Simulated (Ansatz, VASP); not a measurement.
AlRu: VASP beside Ansatz

```
Al Ru
1.0
     2.97641    0.00000    0.00000
     0.00000    2.97641    0.00000
     0.00000    0.00000    2.97641
Al Ru
1 1
Cartesian
  0.0000 0.0000 0.0000
  1.4882 1.4882 1.5632
```

Change from the starting cell: all Ru atoms moved +0.075 Å, as atom 2 along Cartesian [0 0 1].

Alike in both runs: task single point; functional PBEsol; k mesh 20 × 20 × 20; occupations gaussian, width 0.15 eV; no spin polarisation.

|  | VASP | Ansatz |
| --- | --- | --- |
| version | VASP 6.6.1 | Ansatz 0.2.0 |
| potentials or method | VASP PAW PBE potentials, release 64 (Al, Ru_pv), cutoff 520 eV | scalar-relativistic, plane waves, PAW |
| valence electrons in the cell | 17 | 19 |

```csv
,VASP,Ansatz,Ansatz less VASP
gap on the k mesh at the Fermi level (eV),none,none,-
pressure (GPa),0.5,0.4,-0.06
"traceless stress, the component that is largest in VASP (GPa)",-0.32,-0.31,+0.008
rms of the force components (eV/Å),0.353,0.350,-0.0035
```

VASP's potentials were made for PBE, not for PBEsol. Atom by atom the forces differ by 0.003 eV/Å (rms over components). A gap of «none» marks a metal or a gap that the smearing closes. VASP's potentials hold 17 valence electrons a cell and Ansatz's 19, so a difference there can come from the potentials and not from the codes.
